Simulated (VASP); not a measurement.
Crystal: GaSe4.

```
CELL_PARAMETERS angstrom
3.75000 0.00000 0.00000
-1.87500 3.24760 0.00000
0.00000 0.00000 20.60000
ATOMIC_POSITIONS crystal
Ga 0.00000 0.00000 0.06000
Ga 0.00000 0.00000 0.94000
Se 0.33333 0.66667 0.12000
Se 0.66667 0.33333 0.88000
Se 0.33333 0.66667 0.71750
Se 0.00000 0.00000 0.63050
Se 0.00000 0.00000 0.36950
Se 0.33333 0.66667 0.45650
Se 0.66667 0.33333 0.54350
Se 0.66667 0.33333 0.28250
```

| Quantity | Value |
| --- | --- |
| Program | VASP 6.6.1 |
| Task | relaxation of cell and atoms |
| Functional | PBE |
| Potentials or basis | VASP PAW PBE potentials, release 64 (Ga_d, Se) |
| Cutoff | 600 eV |
| k mesh | 5 × 5 × 1 |
| Occupations | gaussian, width 0.2 eV |
| Spin | no spin polarisation |

At the start: pressure -0.9 GPa; volume 25.09 Å³/atom.

Task: How do energy, volume and symmetry change on relaxing?

Result: Over 15 steps the energy falls by 65.0 meV/atom and the volume is 25.89 Å³/atom (+3.2 %); space group P-3m1 (No. 164, to 0.05 Å).

Step by step:
```
step  energy change (eV)  largest force (eV/Å)  pressure (GPa)  volume (Å³)
   1              0.0000                1.4713           -0.92       250.88
   2             -0.3717                0.9917            0.93       245.61
   3             -0.4379                0.6197            2.50       241.96
   4             -0.5886                0.2362           -0.05       254.18
   5             -0.5898                0.2090           -0.26       255.39
   6             -0.6121                0.1384            0.01       254.98
   7             -0.6165                0.3388            0.21       254.68
   8             -0.6304                0.1246           -0.05       256.00
   9             -0.6313                0.1536           -0.14       256.44
  10             -0.6353                0.1294            0.13       255.64
  11             -0.6364                0.1113            0.35       255.04
  12             -0.6388                0.1049            0.27       255.43
  13             -0.6446                0.0846            0.16       256.62
  14             -0.6495                0.0905           -0.07       258.99
  15             -0.6505                0.0392            0.05       258.93
```

Final structure:
```xyz
10
Lattice="3.8150 0.0000 0.0000 -1.9075 3.3039 0.0000 0.0000 0.0000 20.5425" Properties=species:S:1:pos:R:3 pbc="T T T"
Ga    0.0000    0.0000    1.2309
Ga    1.9075    3.3039   19.3116
Se    0.0000    2.2026    2.3978
Se    1.9075    1.1013   18.1447
Se    0.0000    2.2026   14.6241
Se   -1.9075    3.3039   13.0624
Se    0.0000    0.0000    7.4801
Se    0.0000    2.2026    9.0473
Se    1.9075    1.1013   11.4952
Se    1.9075    1.1013    5.9183
```

Caveat: this functional lacks dispersion, which binds the layers, so the pressure and a relaxed spacing across them are unreliable; the relaxation stopped at a loose force limit of 0.08 eV/Å, so its end isn't a converged minimum.
